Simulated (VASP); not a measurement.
# Ge2F (P6/mmm) in VASP: notebook

Ge2F is run at these levels: PBE; tasks: single point, relaxation of cell and atoms.

Program: VASP 6.6.1. These are calculated values, not measurements. Logs are shortened: lines on timing, memory, paths and dates and some standing lists are left out, and cuts for length are marked.

### 1 The cell of the first run

The structure is hexagonal, space group P6/mmm (No. 191). Conventional cell: a = 4.364 Å, b = 4.364 Å, c = 2.931 Å, α = 90.00°, β = 90.00°, γ = 120.00°. Within 3.3 Å of Ge (site symmetry -6m2) lie 5 Ge at 2.52 to 2.93 Å and 6 F at 2.91 Å. F (site symmetry 6/mmm) has 12 Ge at 2.91 Å and 2 F at 2.93 Å within 3.8 Å.

### 2 Single point, PBE

Input file INCAR:

```
SYSTEM = Ge2F
PREC = Accurate ; ENCUT = 520
EDIFF = 1E-6 ; ISMEAR = 0
SIGMA = 0.1 ; LREAL = .FALSE.
LASPH = .TRUE. ; NELM = 60
ALGO = Normal ; ISIF = 2
LWAVE = .FALSE. ; LCHARG = .FALSE.
GGA = PE ; NBANDS = 24
```

Input file KPOINTS:

```
Automatic mesh
0
G
  12 12 16
  0 0 0
```

Input file POSCAR:

```
Ge2F
1.0
    4.3644330743      0.0000000000      0.0000000000
   -2.1822165371      3.7797099155      0.0000000000
    0.0000000000      0.0000000000      2.9307377767
Ge F
2 1
Direct
    0.3333333333      0.6666666667      0.5000000000
    0.6666666667      0.3333333333      0.5000000000
    0.0000000000      0.0000000000      0.0000000000
```

Potentials or basis: VASP PAW PBE potentials, release 64 (Ge_d, F).

Run with:

```bash
cat potpaw_PBE.64/Ge_d/POTCAR potpaw_PBE.64/F/POTCAR > POTCAR
mpirun -np 1 vasp_std > vasp.out
```

OUTCAR:

```text
SYSTEM = Ge2F
   PREC = Accurate
   ENCUT = 520
   EDIFF = 1E-6
   ISMEAR = 0
   LREAL = .FALSE.
   LASPH = .TRUE.
   NELM = 60
   ISIF = 2
   GGA = PE

 ion  position               nearest neighbor table
   1  0.333  0.667  0.500-   2 2.52   2 2.52   2 2.52
   2  0.667  0.333  0.500-   1 2.52   1 2.52   1 2.52
   3  0.000  0.000  0.000-

  LATTYP: Found a hexagonal cell.
 ALAT       =     4.3644330743
 C/A-ratio  =     0.6715048041

  Lattice vectors:

 A1 = (   4.3644330743,   0.0000000000,   0.0000000000)
 A2 = (  -2.1822165371,   3.7797099155,   0.0000000000)
 A3 = (   0.0000000000,   0.0000000000,   2.9307377767)

Analysis of symmetry for initial positions (statically):
=====================================================================
 Subroutine PRICEL returns:
 Original cell was already a primitive cell.

 Routine SETGRP: Setting up the symmetry group for a
 hexagonal supercell.

 Subroutine GETGRP returns: Found 24 space group operations
 (whereof 24 operations were pure point group operations)
 out of a pool of 24 trial point group operations.

The static configuration has the point symmetry D_6h.

Analysis of symmetry for dynamics (positions and initial velocities):
=====================================================================
 Subroutine PRICEL returns:
 Original cell was already a primitive cell.

 Routine SETGRP: Setting up the symmetry group for a
 hexagonal supercell.

 Subroutine GETGRP returns: Found 24 space group operations
 (whereof 24 operations were pure point group operations)
 out of a pool of 24 trial point group operations.

The dynamic configuration has the point symmetry D_6h.

 Subroutine INISYM returns: Found 24 space group operations
 (whereof 24 operations are pure point group operations),
 and found     1 'primitive' translations

----------------------------------------------------------------------------------------

                                     Primitive cell

  volume of cell :      48.3463

  direct lattice vectors                    reciprocal lattice vectors
     4.364433074  0.000000000  0.000000000     0.229124833  0.132285284  0.000000000
    -2.182216537  3.779709915  0.000000000     0.000000000  0.264570568  0.000000000
     0.000000000  0.000000000  2.930737777     0.000000000  0.000000000  0.341211011

  length of vectors
     4.364433074  4.364433074  2.930737777     0.264570568  0.264570568  0.341211011

  position of ions in fractional coordinates (direct lattice)
     0.333333333  0.666666667  0.500000000
     0.666666667  0.333333333  0.500000000
     0.000000000  0.000000000  0.000000000

  ion indices of the primitive-cell ions
   primitive index   ion index
                 1           1
                 2           2
                 3           3

----------------------------------------------------------------------------------------

 KPOINTS: Automatic mesh

Automatic generation of k-mesh.
 Grid dimensions read from file:
 generate k-points for:   12   12   16

 Generating k-lattice:

  Cartesian coordinates                     Fractional coordinates (reciprocal lattice)
     0.019093736  0.011023774  0.000000000     0.083333333  0.000000000  0.000000000
     0.000000000  0.022047547  0.000000000     0.000000000  0.083333333  0.000000000
     0.000000000  0.000000000  0.021325688     0.000000000  0.000000000  0.062500000

  Length of vectors
     0.022047547  0.022047547  0.021325688

  Shift w.r.t. Gamma in fractional coordinates (k-lattice)
     0.000000000  0.000000000  0.000000000

 Subroutine IBZKPT returns following result:
 ===========================================

 Found    171 irreducible k-points:

 Following reciprocal coordinates:
            Coordinates               Weight
  0.000000  0.000000  0.000000      1.000000
  0.083333  0.000000  0.000000      6.000000
  0.166667  0.000000  0.000000      6.000000
  0.250000  0.000000  0.000000      6.000000
  0.333333  0.000000  0.000000      6.000000
  0.416667  0.000000  0.000000      6.000000
[... 16 lines left out ...]
  0.250000  0.000000  0.062500     12.000000
  0.333333  0.000000  0.062500     12.000000
 [... further k-points ...]
   k-points           NKPTS =    171   k-points in BZ     NKDIM =    171   number of bands    NBANDS=     24
   number of dos      NEDOS =    301   number of ions     NIONS =      3
   total plane-waves  NPLWV =  24576
   dimension x,y,z NGX =    32 NGY =   32 NGZ =   24
   dimension x,y,z NGXF=    64 NGYF=   64 NGZF=   48
   ions per type =               2   1
   NGX,Y,Z   is equivalent  to a cutoff of  12.19, 12.19, 13.61 a.u.
   NGXF,Y,Z  is equivalent  to a cutoff of  24.38, 24.38, 27.23 a.u.
 SYSTEM =  Ge2F
   PREC   = accura    normal or accurate (medium, high low for compatibility)
   ISTART =      0    job   : 0-new  1-cont  2-samecut
   ICHARG =      2    charge: 1-file 2-atom 10-const
   ISPIN  =      1    spin polarized calculation?
   LNONCOLLINEAR =      F non collinear calculations
   LSORBIT =      F    spin-orbit coupling
   LASPH  =      T    aspherical Exc in radial PAW
   ENCUT  =  520.0 eV  38.22 Ry    6.18 a.u.   8.11  8.11  5.45*2*pi/ulx,y,z
   NELM   =     60;   NELMIN=  2; NELMDL= -5     # of ELM steps
   EDIFF  = 0.1E-05   stopping-criterion for ELM
   LREAL  =      F    real-space projection
   EDIFFG = 0.1E-04   stopping-criterion for IOM
   NSW    =      0    number of steps for IOM
   IBRION =     -1    ionic relax: 0-MD 1-quasi-New 2-CG
   NFREE  =      0    steps in history (QN), initial steepest desc. (CG)
   ISIF   =      2    stress and relaxation
   ISYM   =      2    0-nonsym 1-usesym 2-fastsym
   POTIM  = 0.5000    time-step for ionic-motion
   TEBEG  =    0.0;   TEEND  =   0.0 temperature during run
   PSTRESS=    0.0 pullay stress
   NELECT =      35.0000    total number of electrons
   NUPDOWN=      -1.0000    fix difference up-down
   EMIN   =  10.00;   EMAX   =-10.00  energy-range for DOS
   EFERMI =   0.00;   METHOD = LEGACY
   ISMEAR =     0;   SIGMA  =   0.10  broadening in eV -4-tet -1-fermi 0-gaus
   EFERMI_NEDOS =   21; number of points for ismear=-14 and -15
   IALGO  =     38    algorithm
   IMIX   =      4    mixing-type and parameters
     AMIX     =   0.40;   BMIX     =  1.00
     AMIX_MAG =   1.60;   BMIX_MAG =  1.00
  volume/ion in A,a.u.               =      16.12       108.75
  Fermi-wavevector in a.u.,A,eV,Ry     =   1.469974  2.777849 29.399803  2.160825
  Thomas-Fermi vector in A             =   2.585287
   LORBIT       =      0    0 simple, 1 ext, 2 COOP (PROOUT), +10 PAW based schemes
   GGA     = PE    functional components
   LHFCALC =     F    Hartree Fock is set to
   AEXX    =    0.0000 exact exchange contribution
   IVDW    =     0    specifies the selected vdW correction
   LEPSILON=     F    determine dielectric tensor
   LRPA    =     F    only Hartree local field effects (RPA)
 non-spin polarized calculation
 Gauss-broadening in eV      SIGMA  =   0.10
  energy-cutoff  :      520.00
  volume of cell :       48.35
 maximum number of plane-waves:      1320
   NGX = 17   NGY = 17   NGZ = 11

 number of electron      35.0000027 magnetization

 Free energy of the ion-electron system (eV)
  ---------------------------------------------------
  ext. energy  EPLUGINS =         0.00000000
  ---------------------------------------------------
  free energy    TOTEN  =       -12.23428304 eV

  energy without entropy =      -12.22922195  energy(sigma->0) =      -12.23175250

 E-fermi :   4.4443     XC(G=0): -10.8696

 val. band max:        4.4119990738   @ k =   0.1667   0.1667   0.3125
 cond. band min:       4.4560620949   @ k =   0.0833   0.0000   0.4375
 fundamental gap:      0.0440630211
 Fermi energy:         4.4442849899

 k-point     1 :       0.0000    0.0000    0.0000
  band No.  band energies     occupation
      1     -20.0835      2.00000
      2     -19.9359      2.00000
      3     -19.9353      2.00000
      4     -19.9353      2.00000
      5     -19.9091      2.00000
      6     -19.9091      2.00000
[... 16 lines left out ...]
     23      15.0670      0.00000
     24      17.0619      0.00000

 k-point     2 :       0.0833    0.0000    0.0000
  band No.  band energies     occupation
      1     -20.0824      2.00000
      2     -19.9471      2.00000
      3     -19.9359      2.00000
      4     -19.9343      2.00000
      5     -19.9158      2.00000
      6     -19.9027      2.00000
[... 16 lines left out ...]
     23      14.8918      0.00000
     24      17.2605      0.00000

 k-point     3 :       0.1667    0.0000    0.0000
  band No.  band energies     occupation
      1     -20.0790      2.00000
      2     -19.9677      2.00000
      3     -19.9372      2.00000
      4     -19.9313      2.00000
      5     -19.9311      2.00000
      6     -19.8955      2.00000
[... 16 lines left out ...]
     23      14.4295      0.00000
     24      17.7897      0.00000

 k-point     4 :       0.2500    0.0000    0.0000
  band No.  band energies     occupation
      1     -20.0736      2.00000
      2     -19.9895      2.00000
      3     -19.9478      2.00000
      4     -19.9391      2.00000
      5     -19.9267      2.00000
      6     -19.8922      2.00000
[... 16 lines left out ...]
     23      14.2152      0.00000
     24      18.2912      0.00000

 k-point     5 :       0.3333    0.0000    0.0000
  band No.  band energies     occupation
      1     -20.0663      2.00000
      2     -20.0097      2.00000
      3     -19.9616      2.00000
      4     -19.9408      2.00000
      5     -19.9214      2.00000
      6     -19.8914      2.00000
[... 451 lines left out ...]
 k-point    22 :       0.1667    0.0000    0.0625
  band No.  band energies     occupation
      1     -20.0754      2.00000
      2     -19.9650      2.00000
      3     -19.9390      2.00000
      4     -19.9329      2.00000
      5     -19.9308      2.00000
      6     -19.8938      2.00000
[... 16 lines left out ...]
     23      14.5209      0.00000
     24      17.9903      0.00000

 k-point    23 :       0.2500    0.0000    0.0625
  band No.  band energies     occupation
      1     -20.0701      2.00000
      2     -19.9869      2.00000
      3     -19.9477      2.00000
      4     -19.9406      2.00000
      5     -19.9284      2.00000
      6     -19.8903      2.00000
[... 16 lines left out ...]
     23      15.0240      0.00000
     24      18.4301      0.00000

 k-point    24 :       0.3333    0.0000    0.0625
  band No.  band energies     occupation
      1     -20.0629      2.00000
      2     -20.0072      2.00000
      3     -19.9614      2.00000
      4     -19.9425      2.00000
      5     -19.9231      2.00000
      6     -19.8895      2.00000
[... 16 lines left out ...]
     23      15.5787      0.00000
     24      17.6312      0.00000

 [... further k-points ...]
[... 5 lines left out ...]
  --------------------------------------------------------------------------------------
  -------------------------------------------------------------------------------------
  Total       -0.0533862     -0.0533862     -0.0461034     -0.0000000     -0.0000000      0.0000000
  in kB       -1.7691985     -1.7691985     -1.5278480     -0.0000000     -0.0000000      0.0000000
  external PRESSURE =      -1.6887483 kB  Pullay stress =       0.0000000 kB

 VOLUME and BASIS-vectors are now :
 -----------------------------------------------------------------------------
  energy-cutoff  :      520.00
  volume of cell :       48.35
      direct lattice vectors                 reciprocal lattice vectors
     4.364433074  0.000000000  0.000000000     0.229124833  0.132285284  0.000000000
    -2.182216537  3.779709915  0.000000000     0.000000000  0.264570568  0.000000000
     0.000000000  0.000000000  2.930737777     0.000000000  0.000000000  0.341211011

 POSITION                                       TOTAL-FORCE (eV/Angst)
 -----------------------------------------------------------------------------------
     -0.00000      2.51981      1.46537        -0.000000      0.000000      0.000000
      2.18222      1.25990      1.46537         0.000000     -0.000000      0.000000
      0.00000      0.00000      0.00000        -0.000000      0.000000      0.000000
 -----------------------------------------------------------------------------------
    total drift:                               -0.000000      0.000000      0.000000

  FREE ENERGIE OF THE ION-ELECTRON SYSTEM (eV)
  ---------------------------------------------------
  free  energy   TOTEN  =       -12.2342830386 eV

  energy  without entropy=      -12.2292219520  energy(sigma->0) =      -12.23175250
```

Wall time 1.7 min (1 thread of Intel Xeon Platinum 8259CL at 2.50GHz (Skylake/Cascade Lake), shared host); peak memory 0.29 GiB.

What came out:

```
Free energy : -12.2343 eV
Pressure    : -0.2 GPa
```

Caveat: an odd number of electrons without spin polarisation forces a metal; a magnetic or distorted state may lie lower.

### 3 Single point, PBE

Input file INCAR:

```
PREC = Accurate
ENCUT = 520
EDIFF = 1E-6
ISMEAR = 0
SIGMA = 0.1
LREAL = False
LASPH = True
NELM = 60
ALGO = Normal
ISIF = 2
LWAVE = False
LCHARG = True
GGA = PE
LELF = True
LVHAR = True
NBANDS = 24
```

Input file KPOINTS:

```
Automatic mesh
0
Gamma
  12 12 16
```

POSCAR is that of step 2.

Potentials or basis: VASP PAW PBE potentials, release 64 (Ge_d, F).

Run with:

```bash
cat potpaw_PBE.64/Ge_d/POTCAR potpaw_PBE.64/F/POTCAR > POTCAR
mpirun -np 1 vasp_std > vasp.out
```

Wall time 93 s (1 thread of Intel Xeon Platinum 8259CL at 2.50GHz (Skylake/Cascade Lake), shared host); peak memory 0.28 GiB.

Results (log left out):

```yaml
Free_energy: -12.2343 eV
Pressure: -0.2 GPa
```

Levels at points of the mesh, in eV from the Fermi level:
```csv
k point,band 14,band 15,band 16,band 17,band 18,band 19,band 20,band 21
"(0.00, 0.00, 0.00)",-3.51,-3.51,-2.13,-1.77,-1.77,5.02,5.02,5.26
"(0.50, 0.00, 0.00)",-4.66,-2.16,-2.05,-0.48,0.84,6.22,6.89,7.44
"(0.00, 0.00, 0.50)",-2.86,-2.86,-2.69,-0.49,0.21,0.21,1.63,5.03
"(0.50, 0.00, 0.50)",-4.61,-3.02,-2.97,-1.23,-0.89,-0.47,3.95,7.71
```

Caveat: an odd number of electrons without spin polarisation forces a metal; a magnetic or distorted state may lie lower.

### 4 Relaxation of cell and atoms, PBE

This run uses another cell than the first one, of 16.33 Å³/atom, 1.014 times its volume.

Input file INCAR:

```
PREC     = Accurate       # precision mode
ENCUT    = 600            # plane-wave cutoff, eV
EDIFF    = 1E-7           # SCF threshold, eV
ISMEAR   = 0              # smearing method
SIGMA    = 0.1            # smearing width, eV
LREAL    = False          # projectors in reciprocal space
LASPH    = True           # aspherical terms in the spheres
NELM     = 60             # most SCF steps
ALGO     = Normal         # electronic algorithm
ISIF     = 3              # what is computed and relaxed
LWAVE    = False          # write WAVECAR
LCHARG   = False          # write CHGCAR
GGA      = PE             # functional
IBRION   = 2              # ionic algorithm
NSW      = 100            # ionic steps
EDIFFG   = -0.01          # ionic threshold
```

Input file KPOINTS:

```
regular mesh
0
Gamma
  12 12 16
```

Input file POSCAR:

```
Ge2F
1.0
    4.3266110907      0.0000000000      0.0000000000
   -2.1633055453      3.7469551168      0.0000000000
    0.0000000000      0.0000000000      3.0226739420
Ge F
2 1
Direct
    0.3333333333      0.6666666667      0.5000000000
    0.6666666667      0.3333333333      0.5000000000
    0.0000000000      0.0000000000      0.0000000000
```

Run with:

```bash
cat potpaw_PBE.64/Ge_d/POTCAR potpaw_PBE.64/F/POTCAR > POTCAR
mpirun -np 1 vasp_std > vasp.out
```

It took 19 min on 1 thread of Intel Xeon Platinum 8259CL at 2.50GHz (Skylake/Cascade Lake), shared host; peak memory 0.33 GiB.

Results (log left out):

```yaml
Free_energy: -12.2368 eV
Relaxed_volume: 16.08 Å³/atom
Relaxed_cell: a = 4.363 Å, b = 4.363 Å, c = 2.926 Å, α = 90.00°, β = 90.00°, γ = 120.00°
Space_group_after_relaxing_to_0.05_Å: P6/mmm (No. 191)
Energy_gained_by_relaxing: 1.8 meV/atom
Ionic_steps: 12
Pressure_after_relaxing: 0.0 GPa
```

Step by step:
```
step  energy change (eV)  largest force (eV/Å)  pressure (GPa)  volume (Å³)
   1              0.0000                0.0000            0.06        49.00
   2             -0.0013                0.0000           -0.20        49.05
   3             -0.0026                0.0000           -0.83        49.17
   4             -0.0033                0.0000           -0.76        49.04
   5             -0.0048                0.0000           -0.51        48.67
   6             -0.0047                0.0000            0.08        47.91
   7             -0.0053                0.0000           -0.21        48.30
   8             -0.0053                0.0000           -0.26        48.33
   9             -0.0055                0.0000           -0.11        48.28
  10             -0.0055                0.0000           -0.10        48.25
  11             -0.0055                0.0000            0.07        48.21
  12             -0.0055                0.0000           -0.03        48.23
```

Final structure:
```cif
data_structure
_symmetry_space_group_name_H-M 'P 1'
_symmetry_Int_Tables_number 1
_cell_length_a 4.3632
_cell_length_b 4.3632
_cell_length_c 2.9255
_cell_angle_alpha 90.000
_cell_angle_beta 90.000
_cell_angle_gamma 120.000
_cell_volume 48.23
loop_
_atom_site_label
_atom_site_type_symbol
_atom_site_fract_x
_atom_site_fract_y
_atom_site_fract_z
_atom_site_occupancy
Ge1 Ge 0.33333 0.66667 0.50000 1
Ge2 Ge 0.66667 0.33333 0.50000 1
F1 F 0.00000 0.00000 0.00000 1
```

Levels at points of the mesh, in eV from the Fermi level:
| k point | band 14 | band 15 | band 16 | band 17 | band 18 | band 19 | band 20 | band 21 |
| --- | --- | --- | --- | --- | --- | --- | --- | --- |
| (0.00, 0.00, 0.00) | -3.52 | -3.52 | -2.12 | -1.78 | -1.78 | 5.03 | 5.03 | 5.30 |
| (0.50, 0.00, 0.00) | -4.67 | -2.17 | -2.04 | -0.48 | 0.84 | 6.26 | 6.90 | 7.44 |
| (0.00, 0.00, 0.50) | -2.86 | -2.86 | -2.70 | -0.47 | 0.22 | 0.22 | 1.62 | 5.04 |
| (0.50, 0.00, 0.50) | -4.62 | -3.02 | -2.98 | -1.24 | -0.88 | -0.47 | 3.97 | 7.71 |

Caveat: an odd number of electrons without spin polarisation forces a metal; a magnetic or distorted state may lie lower.
